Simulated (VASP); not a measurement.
Set up this calculation in VASP 6.6.1, as the native input.

```
Task                   : relaxation of cell and atoms
Functional             : PBE
Potentials or basis    : VASP PAW PBE potentials, release 64 (Al, Ag)
Cutoff                 : 600 eV
k mesh                 : 10 × 10 × 10
Occupations            : gaussian, width 0.1 eV
Spin                   : no spin polarisation
Dipole correction      : no
Further INCAR settings : ALGO = Normal; EDIFF = 1e-06; IBRION = 2; EDIFFG = -0.01; NSW = 100; ISIF = 3
```

The structure of Al4Ag lies in POSCAR:

```
Al4Ag
1.0
   -2.9785312649      2.9785312649      2.9785312649
    2.9785312649     -2.9785312649      2.9785312649
    2.9785312649      2.9785312649     -2.9785312649
Al Ag
4 1
Direct
    0.0000000000      0.0000000000      0.5000000000
    0.5000000000      0.0000000000      0.0000000000
    0.5000000000      0.5000000000      0.5000000000
    0.0000000000      0.5000000000      0.0000000000
    0.0000000000      0.0000000000      0.0000000000
```

The input as run:

INCAR

```
PREC = Accurate ; ENCUT = 600
EDIFF = 1E-6 ; ISMEAR = 0
SIGMA = 0.1 ; LREAL = False
LASPH = True ; NELM = 100
ALGO = Normal ; ISIF = 3
LWAVE = False ; LCHARG = False
GGA = PE ; IBRION = 2
NSW = 100 ; EDIFFG = -0.01
```

KPOINTS

```
regular mesh
0
Gamma
  10 10 10
```

Potentials or basis: VASP PAW PBE potentials, release 64 (Al, Ag).

Run with:

```sh
$ cat potpaw_PBE.64/Al/POTCAR potpaw_PBE.64/Ag/POTCAR > POTCAR
$ mpirun -np 1 vasp_std > vasp.out
```

Results of the run:

```
Relaxed volume                         : 20.88 Å³/atom
Relaxed cell                           : a = 5.138 Å, b = 5.138 Å, c = 5.138 Å, α = 109.47°, β = 109.47°, γ = 109.47°
Space group after relaxing (to 0.05 Å) : Im-3m (No. 229)
Energy gained by relaxing              : 0.6 meV/atom
Ionic steps                            : 3
Pressure after relaxing                : 0.0 GPa
```

Wall time 76 s on 1 thread of Intel(R) Xeon(R) 6975P-C (Granite Rapids) (shared host), peak memory 0.32 GiB.
